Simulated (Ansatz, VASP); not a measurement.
**Sb3S2 in VASP and in Ansatz**

The input INCAR:

```
  ALGO = Normal
  EDIFF = 1E-6
  EDIFFG = -0.01
  ENCUT = 600
  GGA = PE
  IBRION = 2
  ISIF = 3
  ISMEAR = 0
  LASPH = T
  LCHARG = F
  LREAL = F
  LWAVE = F
  NELM = 80
  NSW = 100
  PREC = Accurate
  SIGMA = 0.1
```

KPOINTS

```
k-points
0
Gamma
  8 8 8
```

File POSCAR:

```
Sb3S2
1.0
    5.6590480746      0.0000000000      0.0000000000
    0.0000000000      5.6590480746      0.0000000000
    0.0000000000      0.0000000000      4.9399778568
Sb S
3 2
Direct
    0.5000000000      0.0000000000      0.5000000000
    0.0000000000      0.5000000000      0.5000000000
    0.0000000000      0.0000000000      0.5000000000
    0.5000000000      0.5000000000      0.2569362620
    0.5000000000      0.5000000000      0.7430637380
```

Input for Ansatz:

```yaml
crystal:
  lattice:
    - [5.6590480746, 0.0, 0.0]
    - [0.0, 5.6590480746, 0.0]
    - [0.0, 0.0, 4.9399778568]
  atoms:
    - { symbol: Sb, position: [0.5, 0.0, 0.5] }
    - { symbol: Sb, position: [0.0, 0.5, 0.5] }
    - { symbol: Sb, position: [0.0, 0.0, 0.5] }
    - { symbol: S, position: [0.5, 0.5, 0.256936262] }
    - { symbol: S, position: [0.5, 0.5, 0.743063738] }
basis:
  ecutwfc: 420
kpoints:
  mp_grid: { grid: [8, 8, 8] }
hamiltonian:
  xc: pbe
scf:
  occupations: { method: gaussian, width: 0.1 }
output:
  forces: true
  stress: true
  eigenvalues: true
  write_density: true
  write_potential: true
  elf: true
  volumetric_format: npy
relax:
  adjacent_minimum: "off"
  f_tol: 0.01
  max_steps: 80
  cell: { stress_tol: 0.05 }
```

Alike in both runs: task relaxation of cell and atoms; functional PBE; k mesh 8 × 8 × 8; occupations gaussian, width 0.1 eV; no spin polarisation.

|  | VASP | Ansatz |
| --- | --- | --- |
| version | VASP 6.6.1 | Ansatz 0.2.0 |
| potentials or method | VASP PAW PBE potentials, release 64 (Sb, S), cutoff 600 eV | scalar-relativistic, plane waves, PAW |
| valence electrons in the cell | 27 | 57 |

```tsv
	VASP	Ansatz	Ansatz less VASP
gap on the k mesh at the Fermi level, each at its own relaxed structure (eV)	none	none	-
relaxed volume (Å³/atom)	31.67	31.74	+0.068
relaxed cell length with the largest relative difference (Å)	4.749	4.758	+0.0097
```

A gap of «none» marks a metal or a gap that the smearing closes. VASP's potentials hold 27 valence electrons a cell and Ansatz's 57, so a difference there can come from the potentials and not from the codes.

Spin-orbit coupling is off throughout.
